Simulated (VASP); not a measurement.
# SrTiO3 in VASP: single point with PBEsol

Aim: the single point of SrTiO3 with PBEsol.

All numbers are computed with VASP 6.6.1; they aren't measurements. Logs are shortened: lines on timing, memory, paths and dates and some standing lists are left out, and cuts for length are marked.

## Step 1: The cell of the first run

The cell holds a slab with vacuum, 30 atoms: a = 5.487 Å, b = 5.487 Å, c = 24.761 Å, α = 90.00°, β = 90.00°, γ = 90.00°.

## Step 2: Single point, PBEsol

Contents of INCAR:

```
  ALGO = Normal
  DIPOL = 0.5 0.5 0.508
  EDIFF = 1E-7
  ENCUT = 520
  GGA = PS
  IDIPOL = 3
  ISIF = 2
  ISMEAR = 0
  LASPH = T
  LCHARG = F
  LDIPOL = T
  LREAL = Auto
  LWAVE = F
  NBANDS = 141
  NELM = 60
  PREC = Accurate
  SIGMA = 0.05
```

Contents of KPOINTS:

```
k-points
0
Gamma
  5 5 1
```

Contents of POSCAR:

```
SrTiO3
1.0
    5.4870893870      0.0000000000      0.0000000000
    0.0000000000      5.4870893870      0.0000000000
    0.0000000000      0.0000000000     24.7607832423
Sr O Ti
6 18 6
Direct
    0.5000000000      0.0000000000      0.3105156033
    0.0000000000      0.5000000000      0.3105156033
    0.0000000000      0.5000000000      0.4631284929
    0.5000000000      0.0000000000      0.4631284929
    0.5000000000      0.0000000000      0.6239719795
    0.0000000000      0.5000000000      0.6239719795
    0.0000000000      0.0000000000      0.3021411244
    0.5000000000      0.5000000000      0.3021411244
    0.7709777483      0.7290222517      0.3809186233
    0.2709777483      0.7709777483      0.3809186233
    0.2290222517      0.2709777483      0.3809186233
    0.7290222517      0.2290222517      0.3809186233
    0.5000000000      0.5000000000      0.4602845474
    0.0000000000      0.0000000000      0.4602845474
    0.2715616458      0.2284383542      0.5389512607
    0.7715616458      0.2715616458      0.5389512607
    0.7284383542      0.7715616458      0.5389512607
    0.2284383542      0.7284383542      0.5389512607
    0.0000000000      0.0000000000      0.6180910579
    0.5000000000      0.5000000000      0.6180910579
    0.7514564163      0.7485435837      0.6958142558
    0.2514564163      0.7514564163      0.6958142558
    0.2485435837      0.2514564163      0.6958142558
    0.7485435837      0.2485435837      0.6958142558
    0.5000000000      0.5000000000      0.3788931349
    0.0000000000      0.0000000000      0.3788931349
    0.0000000000      0.0000000000      0.5377657136
    0.5000000000      0.5000000000      0.5377657136
    0.5000000000      0.5000000000      0.6921010660
    0.0000000000      0.0000000000      0.6921010660
```

Potentials or basis: VASP PAW PBE potentials, release 64 (Sr_sv, O, Ti_sv).

Command:

```console
cat potpaw_PBE.64/Sr_sv/POTCAR potpaw_PBE.64/O/POTCAR potpaw_PBE.64/Ti_sv/POTCAR > POTCAR
mpirun -np 1 vasp_std > vasp.out
```

OUTCAR:

```text
EDIFF = 1E-7
   ENCUT = 520
   GGA = PS
   ISIF = 2
   ISMEAR = 0
   LASPH = T
   LREAL = Auto
   NELM = 60
   PREC = Accurate

 ion  position               nearest neighbor table
   1  0.500  0.000  0.311-  10 2.49  12 2.49  11 2.73   9 2.73   7 2.75   8 2.75   8 2.75   7 2.75
                            25 3.22  25 3.22  26 3.22  26 3.22   4 3.78   2 3.88   2 3.88   2 3.88
   2  0.000  0.500  0.311-   9 2.49  11 2.49  10 2.73  12 2.73   7 2.75   8 2.75   7 2.75   8 2.75
                            25 3.22  26 3.22  26 3.22  25 3.22   3 3.78   1 3.88   1 3.88   1 3.88
   3  0.000  0.500  0.463-  16 2.58  18 2.58   9 2.70  11 2.70  13 2.74  14 2.74  14 2.74  13 2.74
                            17 2.82  15 2.82  10 2.93  12 2.93  27 3.31  27 3.31  28 3.31  28 3.31
   4  0.500  0.000  0.463-  15 2.58  17 2.58  10 2.70  12 2.70  13 2.74  14 2.74  13 2.74  14 2.74
                            16 2.82  18 2.82  11 2.93   9 2.93  27 3.31  28 3.31  28 3.31  27 3.31
   5  0.500  0.000  0.624-  22 2.62  24 2.62  23 2.64  21 2.64  19 2.75  20 2.75  20 2.75  19 2.75
                            15 2.75  17 2.75  16 2.98  18 2.98  29 3.22  29 3.22  30 3.22  30 3.22
   6  0.000  0.500  0.624-  21 2.62  23 2.62  22 2.64  24 2.64  19 2.75  20 2.75  19 2.75  20 2.75
                            16 2.75  18 2.75  17 2.98  15 2.98  29 3.22  30 3.22  30 3.22  29 3.22
   7  0.000  0.000  0.302-  26 1.90   2 2.75   1 2.75   2 2.75   1 2.75
   8  0.500  0.500  0.302-  25 1.90   2 2.75   1 2.75   1 2.75   2 2.75
   9  0.771  0.729  0.381-  25 1.95  26 1.95   2 2.49   3 2.70   1 2.73   4 2.93
  10  0.271  0.771  0.381-  25 1.95  26 1.95   1 2.49   4 2.70   2 2.73   3 2.93
  11  0.229  0.271  0.381-  25 1.95  26 1.95   2 2.49   3 2.70   1 2.73   4 2.93
  12  0.729  0.229  0.381-  25 1.95  26 1.95   1 2.49   4 2.70   2 2.73   3 2.93
  13  0.500  0.500  0.460-  28 1.92  25 2.02   3 2.74   4 2.74   4 2.74   3 2.74
  14  0.000  0.000  0.460-  27 1.92  26 2.02   3 2.74   4 2.74   3 2.74   4 2.74
  15  0.272  0.228  0.539-  27 1.95  28 1.95   4 2.58   5 2.75   3 2.82   6 2.98
  16  0.772  0.272  0.539-  27 1.95  28 1.95   3 2.58   6 2.75   4 2.82   5 2.98
  17  0.728  0.772  0.539-  27 1.95  28 1.95   4 2.58   5 2.75   3 2.82   6 2.98
  18  0.228  0.728  0.539-  27 1.95  28 1.95   3 2.58   6 2.75   4 2.82   5 2.98
  19  0.000  0.000  0.618-  30 1.83  27 1.99   5 2.75   6 2.75   6 2.75   5 2.75
  20  0.500  0.500  0.618-  29 1.83  28 1.99   5 2.75   6 2.75   5 2.75   6 2.75
  21  0.751  0.749  0.696-  29 1.94  30 1.94   6 2.62   5 2.64
  22  0.251  0.751  0.696-  29 1.94  30 1.94   5 2.62   6 2.64
  23  0.249  0.251  0.696-  29 1.94  30 1.94   6 2.62   5 2.64
  24  0.749  0.249  0.696-  29 1.94  30 1.94   5 2.62   6 2.64
  25  0.500  0.500  0.379-   8 1.90   9 1.95  10 1.95  11 1.95  12 1.95  13 2.02   1 3.22   2 3.22
                             1 3.22   2 3.22   3 3.45   4 3.45   4 3.45   3 3.45
  26  0.000  0.000  0.379-   7 1.90   9 1.95  10 1.95  11 1.95  12 1.95  14 2.02   1 3.22   2 3.22
                             2 3.22   1 3.22   3 3.45   3 3.45   4 3.45   4 3.45
  27  0.000  0.000  0.538-  14 1.92  15 1.95  16 1.95  17 1.95  18 1.95  19 1.99   3 3.31   4 3.31
                             3 3.31   4 3.31   5 3.48   6 3.48   6 3.48   5 3.48
  28  0.500  0.500  0.538-  13 1.92  15 1.95  16 1.95  17 1.95  18 1.95  20 1.99   3 3.31   4 3.31
                             4 3.31   3 3.31   5 3.48   5 3.48   6 3.48   6 3.48
  29  0.500  0.500  0.692-  20 1.83  21 1.94  22 1.94  23 1.94  24 1.94   6 3.22   5 3.22   5 3.22
                             6 3.22
  30  0.000  0.000  0.692-  19 1.83  21 1.94  22 1.94  23 1.94  24 1.94   6 3.22   5 3.22   6 3.22
                             5 3.22

  LATTYP: Found a simple tetragonal cell.
 ALAT       =     5.4870893870
 C/A-ratio  =     4.5125532857

  Lattice vectors:

 A1 = (   5.4870893870,   0.0000000000,   0.0000000000)
 A2 = (   0.0000000000,   5.4870893870,   0.0000000000)
 A3 = (   0.0000000000,   0.0000000000,  24.7607832423)

Analysis of symmetry for initial positions (statically):
=====================================================================
 Subroutine PRICEL returns:
 Original cell was already a primitive cell.

 Routine SETGRP: Setting up the symmetry group for a
 simple tetragonal supercell.

 Subroutine GETGRP returns: Found  8 space group operations
 (whereof  4 operations were pure point group operations)
 out of a pool of 16 trial point group operations.

The static configuration has the point symmetry     .
 The point group associated with its full space group is C_4v.

Analysis of symmetry for dynamics (positions and initial velocities):
=====================================================================
 Subroutine PRICEL returns:
 Original cell was already a primitive cell.

 Routine SETGRP: Setting up the symmetry group for a
 simple tetragonal supercell.

 Subroutine GETGRP returns: Found  8 space group operations
 (whereof  4 operations were pure point group operations)
 out of a pool of 16 trial point group operations.

The dynamic configuration has the point symmetry C_4v.
 The point group associated with its full space group is C_4v.

 Subroutine INISYM returns: Found  8 space group operations
 (whereof  4 operations are pure point group operations),
 and found     1 'primitive' translations

----------------------------------------------------------------------------------------

                                     Primitive cell

  volume of cell :     745.5014
[... 86 lines left out ...]
     0.000000000  0.036449197  0.000000000     0.000000000  0.200000000  0.000000000
     0.000000000  0.000000000  0.040386445     0.000000000  0.000000000  1.000000000

  Length of vectors
     0.036449197  0.036449197  0.040386445

  Shift w.r.t. Gamma in fractional coordinates (k-lattice)
     0.000000000  0.000000000  0.000000000

 Subroutine IBZKPT returns following result:
 ===========================================

 Found      6 irreducible k-points:

 Following reciprocal coordinates:
            Coordinates               Weight
  0.000000  0.000000  0.000000      1.000000
  0.200000  0.000000  0.000000      4.000000
  0.400000  0.000000  0.000000      4.000000
  0.200000  0.200000  0.000000      4.000000
  0.400000  0.200000  0.000000      8.000000
  0.400000  0.400000  0.000000      4.000000
   k-points           NKPTS =      6   k-points in BZ     NKDIM =      6   number of bands    NBANDS=    141
   number of dos      NEDOS =    301   number of ions     NIONS =     30
   total plane-waves  NPLWV = 338688
   dimension x,y,z NGX =    42 NGY =   42 NGZ =  192
   dimension x,y,z NGXF=    84 NGYF=   84 NGZF=  384
   ions per type =               6  18   6
   NGX,Y,Z   is equivalent  to a cutoff of  12.73, 12.73, 12.89 a.u.
   NGXF,Y,Z  is equivalent  to a cutoff of  25.45, 25.45, 25.78 a.u.
 SYSTEM =  unknown system
   PREC   = accura    normal or accurate (medium, high low for compatibility)
   ISTART =      0    job   : 0-new  1-cont  2-samecut
   ICHARG =      2    charge: 1-file 2-atom 10-const
   ISPIN  =      1    spin polarized calculation?
   LNONCOLLINEAR =      F non collinear calculations
   LSORBIT =      F    spin-orbit coupling
   LASPH  =      T    aspherical Exc in radial PAW
   ENCUT  =  520.0 eV  38.22 Ry    6.18 a.u.  10.20 10.20 46.04*2*pi/ulx,y,z
   NELM   =     60;   NELMIN=  2; NELMDL= -5     # of ELM steps
   EDIFF  = 0.1E-06   stopping-criterion for ELM
   LREAL  =      T    real-space projection
   EDIFFG = 0.1E-05   stopping-criterion for IOM
   NSW    =      0    number of steps for IOM
   IBRION =     -1    ionic relax: 0-MD 1-quasi-New 2-CG
   NFREE  =      0    steps in history (QN), initial steepest desc. (CG)
   ISIF   =      2    stress and relaxation
   ISYM   =      2    0-nonsym 1-usesym 2-fastsym
   POTIM  = 0.5000    time-step for ionic-motion
   TEBEG  =    0.0;   TEEND  =   0.0 temperature during run
   PSTRESS=    0.0 pullay stress
   NELECT =     240.0000    total number of electrons
   NUPDOWN=      -1.0000    fix difference up-down
   EMIN   =  10.00;   EMAX   =-10.00  energy-range for DOS
   EFERMI =   0.00;   METHOD = LEGACY
   ISMEAR =     0;   SIGMA  =   0.05  broadening in eV -4-tet -1-fermi 0-gaus
   EFERMI_NEDOS =   21; number of points for ismear=-14 and -15
   IALGO  =     38    algorithm
   IMIX   =      4    mixing-type and parameters
     AMIX     =   0.40;   BMIX     =  1.00
     AMIX_MAG =   1.60;   BMIX_MAG =  1.00
  volume/ion in A,a.u.               =      24.85       167.70
  Fermi-wavevector in a.u.,A,eV,Ry     =   1.122008  2.120287 17.128386  1.258901
  Thomas-Fermi vector in A             =   2.258665
   LORBIT       =      0    0 simple, 1 ext, 2 COOP (PROOUT), +10 PAW based schemes
   GGA     = PS    functional components
   LHFCALC =     F    Hartree Fock is set to
   AEXX    =    0.0000 exact exchange contribution
   IVDW    =     0    specifies the selected vdW correction
   LEPSILON=     F    determine dielectric tensor
   LRPA    =     F    only Hartree local field effects (RPA)
 non-spin polarized calculation
 Gauss-broadening in eV      SIGMA  =   0.05
  energy-cutoff  :      520.00
  volume of cell :      745.50
 maximum number of plane-waves:     20113
 NGX is ok and might be reduce to    42
   NGX = 21   NGY = 21   NGZ = 93

 dipolmoment           0.000000      0.000000     -0.066174 electrons x Angstroem

 number of electron     240.0000007 magnetization

 dipolmoment           0.000000      0.000000      0.451851 electrons x Angstroem

 Free energy of the ion-electron system (eV)
  ---------------------------------------------------
  ext. energy  EPLUGINS =         0.00000000
  ---------------------------------------------------
  free energy    TOTEN  =      -247.83886779 eV

  energy without entropy =     -247.83886779  energy(sigma->0) =     -247.83886779

 E-fermi :   0.4985     XC(G=0):  -6.0165

 val. band max:        0.2582050776   @ k =   0.0000   0.0000   0.0000
 cond. band min:       0.9491300059   @ k =   0.0000   0.0000   0.0000
 fundamental gap:      0.6909249283
 Fermi energy:         0.4985126268

 k-point     1 :       0.0000    0.0000    0.0000
  band No.  band energies     occupation
      1     -56.9828      2.00000
      2     -56.9792      2.00000
      3     -56.8192      2.00000
      4     -56.8157      2.00000
      5     -56.4695      2.00000
      6     -56.4661      2.00000
[... 799 lines left out ...]
    131       3.0498      0.00000
    132       3.1764      0.00000
 [bands above 132 left out]

------------------------ aborting loop because EDIFF is reached ----------------------------------------

 vacuum level on the upper side and lower side of the slab       (xc-potential included)         1.325        -1.334

  FORCE on cell =-STRESS in cart. coord.  units (eV):
  Direction    XX          YY          ZZ          XY          YZ          ZX
  --------------------------------------------------------------------------------------
  -------------------------------------------------------------------------------------
  Total       -4.3832126     -4.3832126      1.3425335      0.0000000      0.0000000      0.0000000
  in kB       -9.4200817     -9.4200817      2.8852754      0.0000000      0.0000000      0.0000000
  external PRESSURE =      -5.3182960 kB  Pullay stress =       0.0000000 kB

 VOLUME and BASIS-vectors are now :
 -----------------------------------------------------------------------------
  energy-cutoff  :      520.00
  volume of cell :      745.50
      direct lattice vectors                 reciprocal lattice vectors
     5.487089387  0.000000000  0.000000000     0.182245983  0.000000000  0.000000000
     0.000000000  5.487089387  0.000000000     0.000000000  0.182245983  0.000000000
     0.000000000  0.000000000 24.760783242     0.000000000  0.000000000  0.040386445

 POSITION                                       TOTAL-FORCE (eV/Angst)
 -----------------------------------------------------------------------------------
      2.74354      0.00000      7.68861        -0.000000     -0.000000     -0.074069
      0.00000      2.74354      7.68861        -0.000000     -0.000000     -0.074069
      0.00000      2.74354     11.46742        -0.000000     -0.000000     -0.022489
      2.74354      0.00000     11.46742        -0.000000     -0.000000     -0.022489
      2.74354      0.00000     15.45003        -0.000000     -0.000000     -0.030880
      0.00000      2.74354     15.45003        -0.000000     -0.000000     -0.030880
[... 22 lines left out ...]
      2.74354      2.74354     17.13696        -0.000000     -0.000000      0.110156
      0.00000      0.00000     17.13696        -0.000000     -0.000000      0.110156
 -----------------------------------------------------------------------------------
    total drift:                                0.000000      0.000000      0.021849

  FREE ENERGIE OF THE ION-ELECTRON SYSTEM (eV)
  ---------------------------------------------------
  free  energy   TOTEN  =      -247.8388677858 eV

  energy  without entropy=     -247.8388677858  energy(sigma->0) =     -247.83886779

 vacuum level on the upper side and lower side of the slab         5.552         2.829
```

Run time: 35 min. Hardware: 1 thread of Intel Xeon Platinum 8259CL at 2.50GHz (Skylake/Cascade Lake), shared host; peak memory 0.92 GiB.

Results:

```yaml
Free_energy: -247.8389 eV
Largest_force: 0.110 eV/Å
Band_gap_on_the_k_mesh: 0.69 eV
```

Forces in eV/Å, atoms in the order of the input:
```
Sr   0.000  0.000 -0.074
Sr   0.000  0.000 -0.074
Sr   0.000  0.000 -0.022
Sr   0.000  0.000 -0.022
Sr   0.000  0.000 -0.031
Sr   0.000  0.000 -0.031
O    0.000  0.000 -0.075
O    0.000  0.000 -0.075
O   -0.013  0.013  0.018
O   -0.013 -0.013  0.018
O    0.013 -0.013  0.018
O    0.013  0.013  0.018
O    0.000  0.000 -0.020
O    0.000  0.000 -0.020
O   -0.008  0.008  0.013
O   -0.008 -0.008  0.013
O    0.008 -0.008  0.013
O    0.008  0.008  0.013
O    0.000  0.000 -0.055
O    0.000  0.000 -0.055
O    0.003 -0.003  0.022
O    0.003  0.003  0.022
O   -0.003  0.003  0.022
O   -0.003 -0.003  0.022
Ti   0.000  0.000  0.037
Ti   0.000  0.000  0.037
Ti   0.000  0.000  0.023
Ti   0.000  0.000  0.023
Ti   0.000  0.000  0.110
Ti   0.000  0.000  0.110
```

Levels at points of the mesh, in eV from the valence-band top:
```csv
k point,band 117,band 118,band 119,band 120,band 121,band 122,band 123,band 124
"(0.00, 0.00, 0.00)",-0.96,-0.73,-0.73,0.00,0.69,1.07,1.26,1.26
```

Caveat: semilocal functionals underestimate gaps, and a narrow one can read as zero; the PAW data sets were made with another functional, which shifts forces and pressure a little.
